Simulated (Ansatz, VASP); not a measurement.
**Ir: VASP beside Ansatz**

```
Ir
1.0
     2.71900    0.00000    0.00000
    -1.35950    2.35472    0.00000
     0.00000    0.00000    4.40822
Ir
2
Direct
  0.66667 0.33333 0.75000
  0.33333 0.66667 0.25000
```

Alike in both runs: functional PBEsol; k mesh 18 × 18 × 10; occupations gaussian, width 0.1 eV; no spin polarisation.

Ansatz relaxed the structure, and its values are those at the end. VASP's run is a single point on that final structure, the one shown.

|  | VASP | Ansatz |
| --- | --- | --- |
| version | VASP 6.6.1 | Ansatz 0.2.0 |
| potentials or method | VASP PAW PBE potentials, release 64 (Ir), cutoff 520 eV | scalar-relativistic, plane waves, PAW |
| valence electrons in the cell | 18 | 34 |

|  | VASP | Ansatz | Ansatz less VASP |
| --- | --- | --- | --- |
| gap on the k mesh at the Fermi level (eV) | none | none | - |
| pressure (GPa) | 1.0 | 0.0 | -0.99 |

VASP's potentials were made for PBE, not for PBEsol. A gap of «none» marks a metal or a gap that the smearing closes. VASP's potentials hold 18 valence electrons a cell and Ansatz's 34, so a difference there can come from the potentials and not from the codes.

Neither program's run includes spin-orbit coupling.
